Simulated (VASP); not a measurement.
Input of a VASP 6.6.1 run:

File INCAR:

```
  PREC = Accurate
  ENCUT = 520
  EDIFF = 1E-7
  ISMEAR = 0
  SIGMA = 0.05
  LREAL = F
  LASPH = T
  NELM = 100
  ALGO = Normal
  ISIF = 2
  LWAVE = F
  LCHARG = F
  GGA = PE
  NBANDS = 16
```

KPOINTS

```
regular mesh
0
Gamma
  10 10 10
```

File POSCAR:

```
Si
1.0
   -3.3457641741      3.3457641741      1.9787758176
    3.3457641741     -3.3457641741      1.9787758176
    3.3457641741      3.3457641741     -1.9787758176
Si
4
Direct
    0.1786098831      0.1786098831      0.3572197663
    0.8213901169      0.8213901169      0.6427802337
    0.1786098831      0.8213901169      0.0000000000
    0.8213901169      0.1786098831      0.0000000000
```

Potentials or basis: VASP PAW PBE potentials, release 64 (Si).

Run with:

```bash
$ cat potpaw_PBE.64/Si/POTCAR > POTCAR
$ mpirun -np 1 vasp_std > vasp.out
```

(1) Predict the largest force.

(2) Predict the band gap on the k mesh.

## Answers

(1) 0.199 eV/Å.

(2) 0.19 eV.

Caveat: the cell differs from its parent crystal (strain +0.0250 x Voigt [0, 0, 1, 0, 0, 0]).
